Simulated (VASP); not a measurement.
LiBe16 (a cell with a defect), 17 atoms in the cell. The cell holds a defect, 17 atoms: a = 4.580 Å, b = 3.966 Å, c = 7.177 Å, α = 90.00°, β = 90.00°, γ = 90.00°. 

| Property | Result |
| --- | --- |
| Program | VASP 6.6.1 |
| Task | single point |
| Functional | PBE |
| Potentials or basis | VASP PAW PBE potentials, release 64 (Be, Li_sv) |
| Cutoff | 520 eV |
| k mesh | 5 × 5 × 3 |
| Occupations | gaussian, width 0.1 eV |
| Spin | no spin polarisation |
| Dipole correction | no |
| Further INCAR settings | LREAL = Auto; ALGO = Normal; EDIFF = 1e-06; NBANDS = 32 |

Potentials or basis: VASP PAW PBE potentials, release 64 (Be, Li_sv).

Command:

```console
$ cat potpaw_PBE.64/Be/POTCAR potpaw_PBE.64/Li_sv/POTCAR > POTCAR
$ mpirun -np 1 vasp_std > vasp.out
```

Hardware: 1 thread of Oxide Virtual Turin-like Processor, on a shared host.

Task: Estimate the wall time of this run.

Result: Wall time 9.3 min on 1 thread of Oxide Virtual Turin-like Processor, on a shared host, peak memory 0.24 GiB. Counts: scf iterations 14, k points 38.
